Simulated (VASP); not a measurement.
Runs of VASP 6.6.1 on ZrB3. The structure is that of space group P6/mmm (No. 191), or close to it. The cells are those of the table. 

```csv
task,cell,k mesh,gap on the mesh (eV),pressure (GPa),relaxed volume (Å³/atom)
relaxation of cell and atoms,"relaxed from a = 3.498, b = 3.498, c = 3.736 Å, angles 90.0, 90.0, 120.0°, 4 atoms",6 × 6 × 6,none,0.1,(a)
relaxation of cell and atoms,"relaxed from a = 4.015, b = 4.015, c = 4.663 Å, angles 90.0, 90.0, 120.0°, 4 atoms",15 × 15 × 10,none,0.0,16.43
single point,"a = 4.015, b = 4.015, c = 4.663 Å, angles 90.0, 90.0, 120.0°, 4 atoms",6 × 6 × 6,none,0.0,-
single point,"a = 3.498, b = 3.498, c = 3.736 Å, angles 90.0, 90.0, 120.0°, 4 atoms",6 × 6 × 6,none,91.4,-
single point,"a = 4.034, b = 4.034, c = 4.659 Å, angles 90.0, 90.0, 120.0°, 4 atoms",15 × 15 × 10,none,0.0,-
```

Alike in all rows: level PBE; potentials or basis VASP PAW PBE potentials, release 64 (Zr_sv, B); no spin polarisation; cutoff (eV) 500; smearing gaussian 0.1 eV.

Q: Estimate the missing entries.

A: (a) 16.19.

Caveats: the volume moved by over 15 % at a fixed basis, so the end points are rough (some runs).

A k mesh can miss the band edges, and the runs leave out spin-orbit coupling on Zr.

A gap of «none» marks levels without a gap at the run's occupations.
